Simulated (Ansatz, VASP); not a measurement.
# SrCl2 in VASP and in Ansatz

```
CELL_PARAMETERS angstrom
-2.49044 2.49044 3.51490
2.49044 -2.49044 3.51490
2.49044 2.49044 -3.51490
ATOMIC_POSITIONS crystal
Sr 0.47161 0.47161 0.00000
Cl 0.72158 0.22158 0.50000
Cl 0.22158 0.72158 0.50000
```

Alike in both runs: functional PBE; k mesh 4 × 4 × 4; occupations gaussian, width 0.15 eV; no spin polarisation.

Ansatz relaxed the structure, and its values are those at the end. VASP's run is a single point on that final structure, the one shown.

|  | VASP | Ansatz |
| --- | --- | --- |
| version | VASP 6.6.1 | Ansatz 0.2.0 |
| potentials or method | VASP PAW PBE potentials, release 64 (Sr_sv, Cl), cutoff 500 eV | scalar-relativistic, plane waves, PAW |
| valence electrons in the cell | 24 | 24 |

|  | VASP | Ansatz | Ansatz less VASP |
| --- | --- | --- | --- |
| gap on the k mesh at the Fermi level (eV) | 5.23 | 5.23 | +0.005 |
| least direct gap on the mesh (eV) | 5.51 | 5.51 | +0.003 |
| pressure (GPa) | 0.1 | 0.0 | -0.06 |

The k mesh is coarse, so the values compare programs but aren't converged.
